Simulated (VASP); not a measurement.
## Ca3Ge: relaxation of cell and atoms with PBE

Ca3Ge:

```
Ca Ge
1.0
     4.64260    0.00000    0.00000
     0.00000    4.64260    0.00000
     0.00000    0.00000    4.64260
Ca Ge
3 1
Direct
  0.00000 0.50000 0.50000
  0.50000 0.00000 0.50000
  0.50000 0.50000 0.00000
  0.00000 0.00000 0.00000
```

```yaml
Program: VASP 6.6.1
Task: relaxation of cell and atoms
Functional: PBE
Potentials_or_basis: VASP PAW PBE potentials, release 64 (Ca_sv, Ge_d)
Cutoff: 600 eV
k_mesh: 4 × 4 × 4
Occupations: gaussian, width 0.1 eV
Spin: no spin polarisation
Dipole_correction: no
Further_INCAR_settings: ALGO = Normal; EDIFF = 1e-06; IBRION = 2; EDIFFG = -0.04; NSW = 90; ISIF = 3
```

The relaxed volume is 28.97 Å³/atom, the relaxed cell is a = 4.875 Å, b = 4.875 Å, c = 4.875 Å, α = 90.00°, β = 90.00°, γ = 90.00° and the space group after relaxing (to 0.1 Å) is Pm-3m (No. 221). The energy gained by relaxing is 63.2 meV/atom, the ionic steps are 3 and the pressure after relaxing is 0.0 GPa. The band gap on the k mesh is zero (bands 22 and 23 overlap by 0.25 eV).

Step by step:
```
step  energy change (eV)  largest force (eV/Å)  pressure (GPa)  volume (Å³)
   1              0.0000                0.0000            5.81       100.07
   2             -0.2496                0.0000            0.52       113.79
   3             -0.2527                0.0000           -0.04       115.87
```

Final structure:
```cif
data_structure
_symmetry_space_group_name_H-M 'P 1'
_symmetry_Int_Tables_number 1
_cell_length_a 4.8752
_cell_length_b 4.8752
_cell_length_c 4.8752
_cell_angle_alpha 90.000
_cell_angle_beta 90.000
_cell_angle_gamma 90.000
_cell_volume 115.87
loop_
_atom_site_label
_atom_site_type_symbol
_atom_site_fract_x
_atom_site_fract_y
_atom_site_fract_z
_atom_site_occupancy
Ca1 Ca 0.00000 0.50000 0.50000 1
Ca2 Ca 0.50000 0.00000 0.50000 1
Ca3 Ca 0.50000 0.50000 0.00000 1
Ge1 Ge 0.00000 0.00000 0.00000 1
```

Levels at points of the mesh, in eV from the Fermi level:
```tsv
k point	band 20	band 21	band 22	band 23	band 24	band 25
(0.00, 0.00, 0.00)	0.00	0.00	0.00	0.39	0.39	1.14
(0.50, 0.00, 0.00)	-0.50	-0.50	-0.32	1.44	1.46	1.60
(0.50, 0.50, 0.00)	-2.20	-0.73	-0.60	1.49	1.72	1.72
(0.50, 0.50, 0.50)	-1.17	-1.17	-0.25	-0.25	-0.25	0.79
```

Wall time 54 s on 1 thread of Intel(R) Xeon(R) Platinum 8488C (Sapphire Rapids), on a shared host, peak memory 0.26 GiB.

Caveat: the volume moved by over 15 % at a fixed basis, so the end points are rough.
